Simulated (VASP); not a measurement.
Set up this calculation in VASP 6.6.1, as the native input.

| Quantity | Value |
| --- | --- |
| Task | relaxation of cell and atoms |
| Functional | LDA |
| Potentials or basis | VASP PAW LDA potentials, release 64 (Ir_sv_GW) |
| Cutoff | 560 eV |
| k mesh | 13 × 13 × 13 |
| Occupations | fermi-dirac, width 0.1 eV |
| Spin | no spin polarisation |
| Dipole correction | no |
| Further INCAR settings | ALGO = Normal; EDIFF = 1e-07; IBRION = 2; EDIFFG = -0.01; NSW = 80; ISIF = 3 |

The structure of Ir lies in POSCAR:

```
Ir
1.0
    2.4815209647      0.0000000000      0.0000000000
    0.0000000000      2.4815209647      0.0000000000
    0.0000000000      0.0000000000      2.4815209647
Ir
1
Direct
    0.0000000000      0.0000000000      0.0000000000
```

This isn't the form of Ir at room conditions, which is fcc.

One way to write it, as run:

INCAR

```
  ALGO = Normal
  EDIFF = 1E-7
  EDIFFG = -0.01
  ENCUT = 560
  GGA = CA
  GGA_COMPAT = F
  IBRION = 2
  ISIF = 3
  ISMEAR = -1
  LASPH = T
  LCHARG = F
  LREAL = F
  LWAVE = F
  NELM = 120
  NELMIN = 4
  NSW = 80
  PREC = Accurate
  SIGMA = 0.1
```

KPOINTS

```
k-points
0
Gamma
  13 13 13
```

Potentials or basis: VASP PAW LDA potentials, release 64 (Ir_sv_GW).

The run is started by

```bash
$ cat potpaw_LDA.64/Ir_sv_GW/POTCAR > POTCAR
$ mpirun -np 1 vasp_std > vasp.out
```

Results of the run:

```yaml
Relaxed_volume: 16.11 Å³/atom
Relaxed_cell: a = 2.525 Å, b = 2.525 Å, c = 2.525 Å, α = 90.00°, β = 90.00°, γ = 90.00°
Space_group_after_relaxing_to_0.1_Å: Pm-3m (No. 221)
Energy_gained_by_relaxing: 43.7 meV/atom
Ionic_steps: 4
Pressure_after_relaxing: -0.1 GPa
Band_gap_on_the_k_mesh: zero (an odd number of electrons rules out a gap without spin polarisation)
```

Caveat: spin-orbit coupling is left out, which moves the levels of the heavy elements.

Run time: 19 s on 1 thread of AMD EPYC 9R45 96-Core Processor (Zen 5) (shared host), peak memory 0.11 GiB.
